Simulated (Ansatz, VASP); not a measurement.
**Li: VASP beside Ansatz**

```
Li
1.0
    -0.02871   -0.02707    2.85982
     4.82433    0.01264   -0.04882
     0.02190    8.77508   -0.07974
Li
6
Direct
  0.04559 0.46317 0.53523
  0.95769 0.03395 0.99033
  0.55281 0.98859 0.32727
  0.57011 0.54927 0.84592
  0.42351 0.49825 0.17165
  0.45029 0.96677 0.62959
```

Change from the starting cell: omega type (P6/mmm, No. 191); cell x2, atoms moved at random (sigma 0.15 Å) and cell strained at random (1.5 %), then relaxed without symmetry.

Alike in both runs: task relaxation of cell and atoms; functional PBE; k mesh 8 × 6 × 4; occupations gaussian, width 0.1 eV; no spin polarisation.

```csv
,VASP,Ansatz
version,VASP 6.6.1,Ansatz 0.2.0
potentials or method,"VASP PAW PBE potentials, release 64 (Li_sv), cutoff 600 eV","scalar-relativistic, plane waves, PAW"
valence electrons in the cell,18,18
```

|  | VASP | Ansatz | Ansatz less VASP |
| --- | --- | --- | --- |
| gap on the k mesh at the Fermi level, each at its own relaxed structure (eV) | none | none | - |
| relaxed volume (Å³/atom) | 19.96 | 20.22 | +0.267 |
| relaxed cell length with the largest relative difference (Å) | 3.002 | 3.118 | +0.1163 |

A gap of «none» marks a metal or a gap that the smearing closes.

Noted on VASP's run: the cutoff is short for stress, so the pressure is rough.
